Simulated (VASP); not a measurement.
A run of VASP 6.6.1 is set up as follows.

POSCAR

```
ZrH
1.0
    3.2427922448      0.0000000000      0.0000000000
    0.0000000000      3.2427922448      0.0000000000
    0.0000000000      0.0000000000      4.9480008336
Zr H
2 2
Direct
    0.0000000000      0.5000000000      0.0000000000
    0.5000000000      0.0000000000      0.5000000000
    0.0000000000      0.0000000000      0.7500000000
    0.0000000000      0.0000000000      0.2500000000
```

Contents of INCAR.step1:

```
SYSTEM = ZrH
PREC = Accurate
ENCUT = 520
ISMEAR = 0
SIGMA = 0.05
LREAL = .FALSE.
LASPH = .TRUE.
NELM = 60
NBANDS = 21
GGA = PE
ALGO = Normal
EDIFF = 1E-4
LWAVE = .TRUE.
LCHARG = .FALSE.
```

Contents of INCAR.step2:

```
SYSTEM = ZrH
PREC = Accurate
ENCUT = 520
EDIFF = 1E-6
ISMEAR = 0
SIGMA = 0.05
LREAL = .FALSE.
LASPH = .TRUE.
NELM = 60
ALGO = Normal
ISIF = 2
LWAVE = .FALSE.
LCHARG = .FALSE.
METAGGA = R2SCAN
LMIXTAU = .TRUE.
NBANDS = 21
ISTART = 1
```

The input KPOINTS:

```
regular mesh
0
G
  10 10 8
  0 0 0
```

Potentials or basis: VASP PAW PBE potentials, release 64 (Zr_sv, H).

Launch:

```console
$ cat potpaw_PBE.64/Zr_sv/POTCAR potpaw_PBE.64/H/POTCAR > POTCAR
$ cp INCAR.step1 INCAR
$ mpirun -np 1 vasp_std > vasp.out
$ cp INCAR.step2 INCAR
$ mpirun -np 1 vasp_std > vasp.out
```

(1) Predict the pressure.

(2) Estimate the band gap on the k mesh.

Answers

(1) 0.9 GPa.

(2) zero (bands 13 and 14 overlap by 1.09 eV).

Caveat: the PAW data sets were made with another functional, which shifts forces and pressure a little.
